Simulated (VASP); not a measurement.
Crystal: BiO5.

```
CELL_PARAMETERS angstrom
4.06784 0.00000 0.00000
-2.03392 3.52285 0.00000
0.00000 0.00000 5.52189
ATOMIC_POSITIONS crystal
Bi 0.00000 0.00000 0.50000
O 0.66667 0.33333 0.79599
O 0.00000 0.00000 0.00000
O 0.66667 0.33333 0.20401
O 0.33333 0.66667 0.20401
O 0.33333 0.66667 0.79599
```

The cell was generated, and may not be a known phase.

- Program: VASP 6.6.1
- Task: relaxation of cell and atoms
- Functional: PBE
- Potentials or basis: VASP PAW PBE potentials, release 64 (Bi_d, O)
- Cutoff: 600 eV
- k mesh: 6 × 6 × 4
- Occupations: gaussian, width 0.1 eV
- Spin: no spin polarisation

At the start: pressure -16.8 GPa; volume 13.19 Å³/atom.

Question: Where does the relaxation end?

Answer: Over 20 steps the energy falls by 273.9 meV/atom and the volume is 10.84 Å³/atom (-17.8 %); space group P6/mmm (No. 191, to 0.1 Å) before and after.

Step by step:
```csv
step,energy change (eV),largest force (eV/Å),pressure (GPa),volume (Å³)
1,0.0000,1.0437,-16.83,79.13
2,-1.2160,1.1252,-0.94,64.29
3,-1.2358,1.1213,2.78,62.50
4,-1.4624,0.6915,2.64,62.40
5,-1.5766,0.0851,4.19,62.28
6,-1.5781,0.0248,4.48,62.26
7,-1.6032,0.1060,-2.44,65.74
8,-1.6108,0.0789,-0.34,64.57
9,-1.6171,0.0324,-0.22,64.62
10,-1.6256,0.1033,0.31,64.77
11,-1.6326,0.0815,-0.42,65.17
12,-1.6338,0.0382,-2.24,66.33
13,-1.6382,0.0350,-1.30,65.69
14,-1.6384,0.0207,-1.50,65.82
15,-1.6404,0.0145,-1.28,65.73
16,-1.6413,0.0054,-1.00,65.63
17,-1.6424,0.0172,-0.68,65.44
18,-1.6432,0.0425,0.04,65.05
19,-1.6432,0.0409,0.01,65.07
20,-1.6434,0.0357,0.00,65.05
```

Final structure:
```yaml
crystal:
  lattice:
    - [3.73567, 0.00000, 0.00000]
    - [-1.86784, 3.23519, 0.00000]
    - [0.00000, 0.00000, 5.38283]
  atoms:
    - { symbol: Bi, position: [0.00000, 0.00000, 0.50000] }
    - { symbol: O, position: [0.66667, 0.33333, 0.75316] }
    - { symbol: O, position: [0.00000, 0.00000, 0.00000] }
    - { symbol: O, position: [0.66667, 0.33333, 0.24684] }
    - { symbol: O, position: [0.33333, 0.66667, 0.24684] }
    - { symbol: O, position: [0.33333, 0.66667, 0.75316] }
```

Caveat: the volume moved by over 15 % at a fixed basis, so the end points are rough; an odd number of electrons without spin polarisation forces a metal; a magnetic or distorted state may lie lower.
